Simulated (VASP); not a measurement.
Set up this calculation in VASP 6.6.1, as the native input.

```yaml
Task: single point
Functional: PBE
Potentials_or_basis: VASP PAW PBE potentials, release 64 (In_d, P)
Cutoff: 520 eV
k_mesh: 4 × 4 × 4
Occupations: gaussian, width 0.05 eV
Spin: no spin polarisation
Dipole_correction: no
Further_INCAR_settings: ALGO = Normal; EDIFF = 1e-06; NBANDS = 16
```

The structure of InP lies in POSCAR:

```
InP
1.0
    0.0000000000      2.9305005221      2.9305005221
    2.9305005221      0.0000000000      2.9305005221
    2.9305005221      2.9305005221      0.0000000000
In P
1 1
Direct
    0.0000000000      0.0000000000      0.0000000000
    0.7500000000      0.7500000000      0.7500000000
```

The input as run:

INCAR

```
SYSTEM = InP
  PREC = Accurate
  ENCUT = 520
  EDIFF = 1E-6
  ISMEAR = 0
  SIGMA = 0.05
  LREAL = .False.
  LASPH = .True.
  NELM = 80
  ALGO = Normal
  ISIF = 2
  LWAVE = .False.
  LCHARG = .False.
  GGA = PE
  NBANDS = 16
```

KPOINTS

```
regular mesh
0
Gamma
  4 4 4
  0 0 0
```

Potentials or basis: VASP PAW PBE potentials, release 64 (In_d, P).

The run is started by

```bash
$ cat potpaw_PBE.64/In_d/POTCAR potpaw_PBE.64/P/POTCAR > POTCAR
$ mpirun -np 1 vasp_std > vasp.out
```

It gave:

- Pressure: 3.5 GPa
- Band gap on the k mesh: 0.70 eV, direct

Caveat: the k points lie up to 0.46 Å⁻¹ apart; spin-orbit coupling is left out, which moves the levels of the heavy elements.

Run time: 4.5 s on 1 thread of Intel(R) Xeon(R) 6975P-C (Granite Rapids) (shared host), peak memory 0.17 GiB.
